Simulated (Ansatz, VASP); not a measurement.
# CdSe in VASP and in Ansatz

```
Cd Se
1.0
     3.00399    3.00399    0.00000
    -3.00399    3.00399    0.00000
     0.00000    3.00399    3.00399
Cd Se
1 1
Cartesian
  0.0000 0.0000 0.0000
  1.5020 4.5060 1.5020
```

Alike in both runs: functional LDA; k mesh 10 × 10 × 10; occupations fermi-dirac, width 0.1 eV; no spin polarisation.

Ansatz relaxed the structure, and its values are those at the end. VASP's run is a single point on that final structure, the one shown.

|  | VASP | Ansatz |
| --- | --- | --- |
| version | VASP 6.6.1 | Ansatz 0.2.0 |
| potentials or method | VASP PAW LDA potentials, release 64 (Cd, Se) | PAW with Ansatz's default frozen-core files, scalar-relativistic |
| plane-wave cutoff (eV) | 520 | 420 |
| valence electrons in the cell | 18 | 36 |

VASP gave:

| Property | Result |
| --- | --- |
| pressure (GPa) | 0.5 |

Estimate Ansatz's values.

pressure (GPa): 0.0.

LDA's correlation is that of Perdew and Zunger in VASP and of Perdew and Wang (1992) in Ansatz. VASP's potentials hold 18 valence electrons a cell and Ansatz's 36, so a difference there can come from the potentials and not from the codes.
